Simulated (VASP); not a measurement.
CdTe, 2 atoms in the cell. It takes space group F-43m (No. 216, cubic). Conventional cell: a = 6.560 Å, b = 6.560 Å, c = 6.560 Å, α = 90.00°, β = 90.00°, γ = 90.00°. Within 3.7 Å of Cd (site symmetry -43m) lie 4 Te at 2.84 Å. Within 3.7 Å of Te (site symmetry -43m) lie 4 Cd at 2.84 Å. 

- Program: VASP 6.6.1
- Task: single point
- Functional: PBE-based screened hybrid
- Potentials or basis: VASP PAW PBE potentials, release 64 (Cd, Te)
- Cutoff: 520 eV
- k mesh: 4 × 4 × 4
- Occupations: gaussian, width 0.01 eV
- Spin: no spin polarisation
- Dipole correction: no
- Grid for exact exchange (PRECFOCK): Normal
- Share of exact exchange: 0.05
- Further INCAR settings: ALGO = Normal; EDIFF = 1e-06; NBANDS = 16
- Screening parameter: 0.2078 1/Å

Potentials or basis: VASP PAW PBE potentials, release 64 (Cd, Te).

Run with:

```console
$ cat potpaw_PBE.64/Cd/POTCAR potpaw_PBE.64/Te/POTCAR > POTCAR
$ cp INCAR.step1 INCAR
$ mpirun -np 1 vasp_std > vasp.out
$ cp INCAR.step2 INCAR
$ mpirun -np 1 vasp_std > vasp.out
```

Hardware: 1 thread of Intel Xeon 6975P-C (shared host).

Task: How long does it take, and how much memory?

Result: Run time: 6.2 min on 1 thread of Intel Xeon 6975P-C, on a shared host, peak memory 0.32 GiB. Counts: k points 8.
